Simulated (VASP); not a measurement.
Crystal: MgS.

```
Mg S
1.0
     3.25027    0.00000    0.00000
    -1.62513    2.81481    0.00000
     0.00000    0.00000    5.01489
Mg S
1 1
Cartesian
  0.0000 0.0000 4.9686
  0.0000 0.0000 2.9863
```

- Program: VASP 6.6.1
- Task: relaxation of cell and atoms
- Functional: PBE
- Potentials or basis: VASP PAW PBE potentials, release 64 (Mg, S)
- Cutoff: 600 eV
- k mesh: 6 × 6 × 4
- Occupations: gaussian, width 0.1 eV
- Spin: no spin polarisation

At the start: pressure 12.3 GPa; volume 22.94 Å³/atom.

Q: Where does the relaxation end?

A: Over 29 steps the energy falls by 1103.6 meV/atom and the volume is 53.81 Å³/atom (+134.6 %); space group P6/mmm (No. 191, to 0.05 Å).

Step by step:
```csv
step,energy change (eV),largest force (eV/Å),pressure (GPa),volume (Å³)
1,0.0000,5.9488,12.28,45.88
2,-0.3504,0.0868,-7.47,58.06
3,-0.4647,0.0295,-7.25,56.22
4,-0.5753,0.0839,-6.82,54.58
5,-0.8141,0.4513,-3.38,50.16
6,-0.7997,1.1936,-0.90,48.77
7,-0.8196,0.6340,-2.73,49.72
8,-0.8197,0.6937,-2.52,49.60
9,-0.9330,0.8738,-1.42,47.46
10,-1.0916,0.2533,7.53,41.26
11,-1.0863,0.8439,3.23,43.33
12,-1.1031,0.6462,4.95,42.34
13,-1.1582,0.0278,5.90,42.67
14,-1.1648,0.6143,6.78,42.87
15,-1.2406,0.9594,5.23,45.34
16,-1.4033,1.9060,2.18,53.19
17,-1.3100,4.1859,1.33,70.94
18,-1.4369,2.9057,1.12,61.17
19,-1.5249,2.7599,0.54,63.64
20,-1.7480,2.3470,-0.49,71.33
21,-2.0486,1.4727,-1.06,87.89
22,-2.1474,0.7497,-0.61,125.46
23,-2.1917,0.3499,-0.88,108.39
24,-2.1944,0.2107,-0.84,110.70
25,-2.2060,0.1142,0.07,107.91
26,-2.2062,0.1265,-0.04,108.21
27,-2.2069,0.0175,-0.05,107.97
28,-2.2070,0.0435,-0.06,107.83
29,-2.2072,0.0346,-0.10,107.62
```

Final structure:
```cif
data_structure
_symmetry_space_group_name_H-M 'P 1'
_symmetry_Int_Tables_number 1
_cell_length_a 5.2864
_cell_length_b 5.2864
_cell_length_c 4.4466
_cell_angle_alpha 90.000
_cell_angle_beta 90.000
_cell_angle_gamma 120.000
_cell_volume 107.62
loop_
_atom_site_label
_atom_site_type_symbol
_atom_site_fract_x
_atom_site_fract_y
_atom_site_fract_z
_atom_site_occupancy
Mg1 Mg 0.00000 0.00000 0.04293 1
S1 S 0.00000 0.00000 0.54332 1
```

Caveat: the volume moved by over 15 % at a fixed basis, so the end points are rough.
